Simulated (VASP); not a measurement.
# ZnS (P6_3/mmc) in VASP: settings compared, part 2 of 2

VASP 6.6.1. The steps go on from the part before.

### 3 Single point, r2SCAN (18.64 Å³/atom)

This run uses another cell than the first one, of 18.64 Å³/atom.

POSCAR reads:

```
ZnS
1.0
    3.8658119923      0.0000000000      0.0000000000
   -1.9329059961      3.3478913916      0.0000000000
    0.0000000000      0.0000000000      5.7600189358
Zn S
2 2
Direct
    0.3333333333      0.6666666667      0.2500000000
    0.6666666667      0.3333333333      0.7500000000
    0.6666666667      0.3333333333      0.2500000000
    0.3333333333      0.6666666667      0.7500000000
```

INCAR.step1 reads:

```
ALGO = Normal
EDIFF = 1E-4
ENCUT = 520
GGA = PE
ISMEAR = 0
LASPH = T
LCHARG = F
LREAL = F
LWAVE = T
NBANDS = 26
NELM = 60
PREC = Accurate
SIGMA = 0.01
```

INCAR.step2 reads:

```
ALGO = Normal
EDIFF = 1E-6
ENCUT = 520
ISIF = 2
ISMEAR = 0
ISTART = 1
LASPH = T
LCHARG = T
LELF = T
LMIXTAU = T
LREAL = F
LVHAR = T
LWAVE = F
METAGGA = R2SCAN
NBANDS = 26
NELM = 60
PREC = Accurate
SIGMA = 0.01
```

KPOINTS reads:

```
k-points
0
Gamma
  6 6 4
```

Potentials or basis: VASP PAW PBE potentials, release 64 (Zn, S).

Run with:

```sh
cat potpaw_PBE.64/Zn/POTCAR potpaw_PBE.64/S/POTCAR > POTCAR
cp INCAR.step1 INCAR
mpirun -np 1 vasp_std > vasp.out
cp INCAR.step2 INCAR
mpirun -np 1 vasp_std > vasp.out
```

OUTCAR:

```text
EDIFF = 1E-6
   ENCUT = 520
   ISIF = 2
   ISMEAR = 0
   ISTART = 1
   LASPH = T
   LREAL = F
   METAGGA = R2SCAN
   NELM = 60
   PREC = Accurate

 ion  position               nearest neighbor table
   1  0.333  0.667  0.250-   3 2.23   3 2.23   3 2.23   4 2.88   4 2.88
   2  0.667  0.333  0.750-   4 2.23   4 2.23   4 2.23   3 2.88   3 2.88
   3  0.667  0.333  0.250-   1 2.23   1 2.23   1 2.23   2 2.88   2 2.88
   4  0.333  0.667  0.750-   2 2.23   2 2.23   2 2.23   1 2.88   1 2.88

  LATTYP: Found a hexagonal cell.
 ALAT       =     3.8658119923
 C/A-ratio  =     1.4899894116

  Lattice vectors:

 A1 = (   3.8658119923,   0.0000000000,   0.0000000000)
 A2 = (  -1.9329059961,   3.3478913916,   0.0000000000)
 A3 = (   0.0000000000,   0.0000000000,   5.7600189358)

Analysis of symmetry for initial positions (statically):
=====================================================================
 Subroutine PRICEL returns:
 Original cell was already a primitive cell.

 Routine SETGRP: Setting up the symmetry group for a
 hexagonal supercell.

 Subroutine GETGRP returns: Found 24 space group operations
[... 167 lines left out ...]

 E-fermi :   2.5796     XC(G=0): -10.5704

 val. band max:        2.4676670742   @ k =   0.0000   0.0000   0.0000
 cond. band min:       4.6142138100   @ k =   0.0000   0.0000   0.0000
 fundamental gap:      2.1465467358
 Fermi energy:         2.5795800284

 k-point     1 :       0.0000    0.0000    0.0000
  band No.  band energies     occupation
      1     -11.6909      2.00000
      2     -10.5094      2.00000
      3      -4.6238      2.00000
      4      -4.6236      2.00000
      5      -4.5814      2.00000
      6      -4.5812      2.00000
[... 598 lines left out ...]
     25      12.3893      0.00000
     26      12.3893      0.00000

------------------------ aborting loop because EDIFF is reached ----------------------------------------

  FORCE on cell =-STRESS in cart. coord.  units (eV):
  Direction    XX          YY          ZZ          XY          YZ          ZX
  --------------------------------------------------------------------------------------
  -------------------------------------------------------------------------------------
  Total        3.1891613      3.1891613      1.3713164      0.0000000     -0.0000000      0.0000000
  in kB       68.5411003     68.5411003     29.4721798      0.0000000     -0.0000000      0.0000000
  external PRESSURE =      55.5181268 kB  Pullay stress =       0.0000000 kB

 VOLUME and BASIS-vectors are now :
 -----------------------------------------------------------------------------
  energy-cutoff  :      520.00
  volume of cell :       74.55
      direct lattice vectors                 reciprocal lattice vectors
     3.865811992  0.000000000  0.000000000     0.258677867  0.149347736  0.000000000
    -1.932905996  3.347891392  0.000000000     0.000000000  0.298695472  0.000000000
     0.000000000  0.000000000  5.760018936     0.000000000  0.000000000  0.173610540

 POSITION                                       TOTAL-FORCE (eV/Angst)
 -----------------------------------------------------------------------------------
     -0.00000      2.23193      1.44000        -0.000000      0.000000      0.000000
      1.93291      1.11596      4.32001         0.000000      0.000000      0.000000
      1.93291      1.11596      1.44000        -0.000000      0.000000      0.000000
     -0.00000      2.23193      4.32001        -0.000000     -0.000000      0.000000
 -----------------------------------------------------------------------------------
    total drift:                                0.000000     -0.000000      0.000000

  FREE ENERGIE OF THE ION-ELECTRON SYSTEM (eV)
  ---------------------------------------------------
  free  energy   TOTEN  =       -36.9414435949 eV

  energy  without entropy=      -36.9414435949  energy(sigma->0) =      -36.94144359
```

OUTCAR.step1:

```text
EDIFF = 1E-4
   ENCUT = 520
   GGA = PE
   ISMEAR = 0
[... 835 lines left out ...]
     -0.00000      2.23193      1.44000        -0.000000      0.000000      0.000000
      1.93291      1.11596      4.32001        -0.000000      0.000000      0.000000
      1.93291      1.11596      1.44000         0.000000     -0.000000      0.000000
     -0.00000      2.23193      4.32001         0.000000      0.000000      0.000000
 -----------------------------------------------------------------------------------
    total drift:                                0.000000     -0.000000      0.000000

  FREE ENERGIE OF THE ION-ELECTRON SYSTEM (eV)
  ---------------------------------------------------
  free  energy   TOTEN  =       -12.8669089954 eV

  energy  without entropy=      -12.8669089954  energy(sigma->0) =      -12.86690900
```

OSZICAR.step1:

```text
N       E                     dE             d eps       ncg     rms          rms(c)
DAV:   1     0.244420119716E+03    0.24442E+03   -0.17162E+04  1100   0.170E+03
DAV:   2     0.102915891641E+02   -0.23413E+03   -0.22330E+03  1120   0.349E+02
DAV:   3    -0.133078416176E+02   -0.23599E+02   -0.23369E+02  1318   0.110E+02
DAV:   4    -0.138722995271E+02   -0.56446E+00   -0.56338E+00  1270   0.169E+01
DAV:   5    -0.138810506098E+02   -0.87511E-02   -0.87487E-02  1318   0.211E+00    0.111E+01
DAV:   6    -0.128877640274E+02    0.99329E+00   -0.19284E+00  1566   0.398E+01    0.854E+00
DAV:   7    -0.128739207643E+02    0.13843E-01   -0.15053E+00  1172   0.719E+00    0.384E+00
DAV:   8    -0.128662437372E+02    0.76770E-02   -0.43631E-02  1332   0.205E+00    0.116E+00
DAV:   9    -0.128665229832E+02   -0.27925E-03   -0.10808E-02  1432   0.147E+00    0.253E-01
DAV:  10    -0.128666701940E+02   -0.14721E-03   -0.78368E-04  1226   0.390E-01    0.112E-01
DAV:  11    -0.128669095952E+02   -0.23940E-03   -0.36540E-04  1128   0.132E-01    0.640E-02
DAV:  12    -0.128669089954E+02    0.59983E-06   -0.16192E-05   670   0.546E-02
   1 F= -.12866909E+02 E0= -.12866909E+02  d E =-.584779E-56
```

Wall time 4 min (1 thread of Intel Xeon 8259CL, shared host); peak memory 0.22 GiB.

Results:

- Free energy: -36.9414 eV
- Pressure: 5.6 GPa
- Band gap on the k mesh: 2.15 eV

Caveat: the cell stands under pressure; the PAW data sets were made with another functional, which shifts forces and pressure a little.

### 4 Single point, r2SCAN (19.23 Å³/atom)

This run uses another cell than the first one, of 19.23 Å³/atom.

POSCAR reads:

```
ZnS
1.0
    3.9065077407      0.0000000000      0.0000000000
   -1.9532538703      3.3831349435      0.0000000000
    0.0000000000      0.0000000000      5.8206551700
Zn S
2 2
Direct
    0.3333333333      0.6666666667      0.2500000000
    0.6666666667      0.3333333333      0.7500000000
    0.6666666667      0.3333333333      0.2500000000
    0.3333333333      0.6666666667      0.7500000000
```

INCAR.step1 reads:

```
ALGO = Normal ; EDIFF = 1E-4
ENCUT = 520 ; GGA = PE
ISMEAR = 0 ; LASPH = True
LCHARG = False ; LREAL = False
LWAVE = True ; NBANDS = 26
NELM = 60 ; PREC = Accurate
SIGMA = 0.01
```

INCAR.step2 reads:

```
ALGO = Normal ; EDIFF = 1E-7
ENCUT = 520 ; ISIF = 2
ISMEAR = 0 ; ISTART = 1
LASPH = True ; LCHARG = True
LELF = True ; LMIXTAU = True
LREAL = False ; LVHAR = True
LWAVE = False ; METAGGA = R2SCAN
NBANDS = 26 ; NELM = 60
PREC = Accurate ; SIGMA = 0.01
```

KPOINTS is that of step 3.

Potentials or basis: VASP PAW PBE potentials, release 64 (Zn, S).

Run with:

```sh
cat potpaw_PBE.64/Zn/POTCAR potpaw_PBE.64/S/POTCAR > POTCAR
cp INCAR.step1 INCAR
mpirun -np 1 vasp_std > vasp.out
cp INCAR.step2 INCAR
mpirun -np 1 vasp_std > vasp.out
```

OUTCAR:

```text
EDIFF = 1E-7
   ENCUT = 520
   ISIF = 2
   ISMEAR = 0
   ISTART = 1
   LASPH = True
   LREAL = False
   METAGGA = R2SCAN
   NELM = 60
   PREC = Accurate

 ion  position               nearest neighbor table
   1  0.333  0.667  0.250-   3 2.26   3 2.26   3 2.26   4 2.91   4 2.91
   2  0.667  0.333  0.750-   4 2.26   4 2.26   4 2.26   3 2.91   3 2.91
   3  0.667  0.333  0.250-   1 2.26   1 2.26   1 2.26   2 2.91   2 2.91
   4  0.333  0.667  0.750-   2 2.26   2 2.26   2 2.26   1 2.91   1 2.91

  LATTYP: Found a hexagonal cell.
 ALAT       =     3.9065077407
 C/A-ratio  =     1.4899894116

  Lattice vectors:

 A1 = (   3.9065077407,   0.0000000000,   0.0000000000)
 A2 = (  -1.9532538703,   3.3831349435,   0.0000000000)
 A3 = (   0.0000000000,   0.0000000000,   5.8206551700)

Analysis of symmetry for initial positions (statically):
=====================================================================
 Subroutine PRICEL returns:
 Original cell was already a primitive cell.

 Routine SETGRP: Setting up the symmetry group for a
 hexagonal supercell.

 Subroutine GETGRP returns: Found 24 space group operations
 (whereof 12 operations were pure point group operations)
 out of a pool of 24 trial point group operations.

The static configuration has the point symmetry D_3d.
 The point group associated with its full space group is D_6h.

Analysis of symmetry for dynamics (positions and initial velocities):
=====================================================================
 Subroutine PRICEL returns:
 Original cell was already a primitive cell.

 Routine SETGRP: Setting up the symmetry group for a
 hexagonal supercell.

 Subroutine GETGRP returns: Found 24 space group operations
[... 118 lines left out ...]
   EFERMI =   0.00;   METHOD = LEGACY
   ISMEAR =     0;   SIGMA  =   0.01  broadening in eV -4-tet -1-fermi 0-gaus
   EFERMI_NEDOS =   21; number of points for ismear=-14 and -15
   IALGO  =     38    algorithm
   IMIX   =      4    mixing-type and parameters
     AMIX     =   0.40;   BMIX     =  1.00
     AMIX_MAG =   1.60;   BMIX_MAG =  1.00
  volume/ion in A,a.u.               =      19.23       129.78
  Fermi-wavevector in a.u.,A,eV,Ry     =   1.271010  2.401861 21.979762  1.615467
  Thomas-Fermi vector in A             =   2.403967
   LORBIT       =      0    0 simple, 1 ext, 2 COOP (PROOUT), +10 PAW based schemes
   METAGGA = R2SCAN    functional components
   LHFCALC =     F    Hartree Fock is set to
   AEXX    =    0.0000 exact exchange contribution
   IVDW    =     0    specifies the selected vdW correction
   LEPSILON=     F    determine dielectric tensor
   LRPA    =     F    only Hartree local field effects (RPA)
 non-spin polarized calculation
 Gauss-broadening in eV      SIGMA  =   0.01
  energy-cutoff  :      520.00
  volume of cell :       76.93
 maximum number of plane-waves:      2116
 NGX is ok and might be reduce to    30
   NGX = 15   NGY = 15   NGZ = 21

 number of electron      35.9999974 magnetization

 Free energy of the ion-electron system (eV)
  ---------------------------------------------------
  ext. energy  EPLUGINS =         0.00000000
  ---------------------------------------------------
  free energy    TOTEN  =       -37.00055801 eV

  energy without entropy =      -37.00055801  energy(sigma->0) =      -37.00055801

 E-fermi :   2.2620     XC(G=0): -10.4092

 val. band max:        2.2020270166   @ k =   0.0000   0.0000   0.0000
 cond. band min:       4.2484990831   @ k =   0.0000   0.0000   0.0000
 fundamental gap:      2.0464720666
 Fermi energy:         2.2619506364

 k-point     1 :       0.0000    0.0000    0.0000
  band No.  band energies     occupation
      1     -11.7585      2.00000
      2     -10.6476      2.00000
      3      -4.7856      2.00000
      4      -4.7855      2.00000
      5      -4.7474      2.00000
      6      -4.7473      2.00000
[... 598 lines left out ...]
     25      11.9629      0.00000
     26      11.9629      0.00000

------------------------ aborting loop because EDIFF is reached ----------------------------------------

  FORCE on cell =-STRESS in cart. coord.  units (eV):
  Direction    XX          YY          ZZ          XY          YZ          ZX
  --------------------------------------------------------------------------------------
  -------------------------------------------------------------------------------------
  Total        1.5212379      1.5212379      0.6411389      0.0000000     -0.0000000      0.0000000
  in kB       31.6831134     31.6831134     13.3531217      0.0000000     -0.0000000      0.0000000
  external PRESSURE =      25.5731161 kB  Pullay stress =       0.0000000 kB

 VOLUME and BASIS-vectors are now :
 -----------------------------------------------------------------------------
  energy-cutoff  :      520.00
  volume of cell :       76.93
      direct lattice vectors                 reciprocal lattice vectors
     3.906507741  0.000000000  0.000000000     0.255983110  0.147791917  0.000000000
    -1.953253870  3.383134943  0.000000000     0.000000000  0.295583835  0.000000000
     0.000000000  0.000000000  5.820655170     0.000000000  0.000000000  0.171801966

 POSITION                                       TOTAL-FORCE (eV/Angst)
 -----------------------------------------------------------------------------------
     -0.00000      2.25542      1.45516        -0.000000      0.000000     -0.000000
      1.95325      1.12771      4.36549         0.000000     -0.000000      0.000000
      1.95325      1.12771      1.45516        -0.000000     -0.000000     -0.000000
     -0.00000      2.25542      4.36549        -0.000000      0.000000     -0.000000
 -----------------------------------------------------------------------------------
    total drift:                                0.000000      0.000000     -0.000000

  FREE ENERGIE OF THE ION-ELECTRON SYSTEM (eV)
  ---------------------------------------------------
  free  energy   TOTEN  =       -37.0005580090 eV

  energy  without entropy=      -37.0005580090  energy(sigma->0) =      -37.00055801
```

OUTCAR.step1:

```text
EDIFF = 1E-4
   ENCUT = 520
   GGA = PE
   ISMEAR = 0
[... 835 lines left out ...]
     -0.00000      2.25542      1.45516        -0.000000     -0.000000     -0.000000
      1.95325      1.12771      4.36549         0.000000      0.000000      0.000000
      1.95325      1.12771      1.45516        -0.000000      0.000000      0.000000
     -0.00000      2.25542      4.36549        -0.000000     -0.000000      0.000000
 -----------------------------------------------------------------------------------
    total drift:                                0.000000      0.000000     -0.000000

  FREE ENERGIE OF THE ION-ELECTRON SYSTEM (eV)
  ---------------------------------------------------
  free  energy   TOTEN  =       -12.9595562787 eV

  energy  without entropy=      -12.9595562787  energy(sigma->0) =      -12.95955628
```

Wall time 5.2 min (1 thread of Intel Xeon 8259CL, shared host); peak memory 0.22 GiB.

Results:

* Free energy: -37.0006 eV
* Pressure: 2.6 GPa
* Band gap on the k mesh: 2.05 eV

Stress tensor (GPa, compression positive):
```
3.17 0.00 0.00
0.00 3.17 0.00
0.00 0.00 1.34
```

Caveat: the PAW data sets were made with another functional, which shifts forces and pressure a little. A k mesh can miss the band edges.

### 5 Single point, r2SCAN

This run uses another cell than the first one, of 19.83 Å³/atom.

POSCAR reads:

```
ZnS
1.0
    3.9463728179      0.0000000000      0.0000000000
   -1.9731864090      3.4176591131      0.0000000000
    0.0000000000      0.0000000000      5.8800537130
Zn S
2 2
Direct
    0.3333333333      0.6666666667      0.2500000000
    0.6666666667      0.3333333333      0.7500000000
    0.6666666667      0.3333333333      0.2500000000
    0.3333333333      0.6666666667      0.7500000000
```

INCAR.step1 reads:

```
PREC = Accurate
ENCUT = 520
ISMEAR = 0
SIGMA = 0.01
LREAL = False
LASPH = True
NELM = 100
NBANDS = 26
GGA = PE
ALGO = Normal
EDIFF = 1E-4
LWAVE = True
LCHARG = False
```

INCAR.step2 reads:

```
PREC = Accurate
ENCUT = 520
EDIFF = 1E-7
ISMEAR = 0
SIGMA = 0.01
LREAL = False
LASPH = True
NELM = 100
ALGO = Normal
ISIF = 2
LWAVE = False
LCHARG = False
METAGGA = R2SCAN
LMIXTAU = True
NBANDS = 26
ISTART = 1
```

KPOINTS reads:

```
regular mesh
0
Gamma
  6 6 4
```

Run with:

```sh
cat potpaw_PBE.64/Zn/POTCAR potpaw_PBE.64/S/POTCAR > POTCAR
cp INCAR.step1 INCAR
mpirun -np 1 vasp_std > vasp.out
cp INCAR.step2 INCAR
mpirun -np 1 vasp_std > vasp.out
```

It took 4.5 min on 1 thread of Intel Xeon 8259CL, shared host; peak memory 0.22 GiB.

It converged, with:

| Property | Result |
| --- | --- |
| Free energy | -37.0190 eV |
| Pressure | 0.0 GPa |
| Band gap on the k mesh | 1.95 eV |

Levels at points of the mesh, in eV from the valence-band top:
```
           k point  band 14  band 15  band 16  band 17  band 18  band 19  band 20  band 21  band 22  band 23
(0.00, 0.00, 0.00)    -1.21    -1.21    -0.43    -0.43     0.00     1.95     2.57     6.16     6.16     7.46
(0.50, 0.00, 0.00)    -4.48    -2.80    -2.59    -1.68    -1.16     2.95     4.60     5.88     8.54     8.71
(0.00, 0.00, 0.50)    -2.32    -0.82    -0.82    -0.82    -0.82     3.20     3.20     6.49     6.49     6.49
(0.50, 0.00, 0.50)    -5.09    -2.27    -2.27    -0.77    -0.77     4.03     4.03     4.96     4.96     9.68
```

Caveat: the PAW data sets were made with another functional, which shifts forces and pressure a little. A k mesh can miss the band edges.

### 6 The runs side by side

```csv
level,cell,gap on the mesh (eV),pressure (GPa)
PBE,"a = 4.052, b = 4.052, c = 6.129 Å, angles 90.0, 90.0, 120.0°, 4 atoms",1.27,-3.3
r2SCAN,"a = 3.866, b = 3.866, c = 5.760 Å, angles 90.0, 90.0, 120.0°, 4 atoms",2.15,5.6
r2SCAN,"a = 3.907, b = 3.907, c = 5.821 Å, angles 90.0, 90.0, 120.0°, 4 atoms",2.05,2.6
r2SCAN,"a = 3.946, b = 3.946, c = 5.880 Å, angles 90.0, 90.0, 120.0°, 4 atoms",1.95,0.0
```

Alike in all rows: task single point; potentials or basis VASP PAW PBE potentials, release 64 (Zn, S); no spin polarisation; k mesh 6 × 6 × 4; cutoff (eV) 520; smearing gaussian 0.01 eV.

Caveats: the PAW data sets were made with another functional, which shifts forces and pressure a little (at least some runs); the cell stands under tension (at least some runs); the cell stands under pressure (at least some runs).

Total energies depend on the potentials used, so only differences within one code and one set of settings carry meaning.
